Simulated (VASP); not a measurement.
The system is ZrN.

```xyz
2
Lattice="0.0000 2.3313 2.3313 2.3313 0.0000 2.3313 2.3313 2.3313 0.0000" Properties=species:S:1:pos:R:3 pbc="T T T"
Zr    2.3313    2.3313    2.3313
N     0.0000    0.0000    0.0000
```

```yaml
Program: VASP 6.6.1
Task: relaxation of cell and atoms
Functional: PBE
Potentials_or_basis: VASP PAW PBE potentials, release 64 (Zr_sv, N)
Cutoff: 600 eV
k_mesh: 8 × 8 × 8
Occupations: gaussian, width 0.1 eV
Spin: no spin polarisation
```

At the start: pressure -9.7 GPa; volume 12.67 Å³/atom.

**Question.** How do energy, volume and symmetry change on relaxing?

**Answer.** Over 3 steps the energy falls by 16.6 meV/atom and the volume is 12.15 Å³/atom (-4.1 %); space group Fm-3m (No. 225, to 0.1 Å) before and after.

The path:
```tsv
step	energy change (eV)	largest force (eV/Å)	pressure (GPa)	volume (Å³)
1	0.0000	0.0000	-9.66	25.34
2	0.0647	0.0000	20.31	22.64
3	-0.0331	0.0000	-0.21	24.30
```

Final structure:
```xyz
2
Lattice="0.0000 2.2991 2.2991 2.2991 0.0000 2.2991 2.2991 2.2991 0.0000" Properties=species:S:1:pos:R:3 pbc="T T T"
Zr    2.2991    2.2991    2.2991
N     0.0000    0.0000    0.0000
```
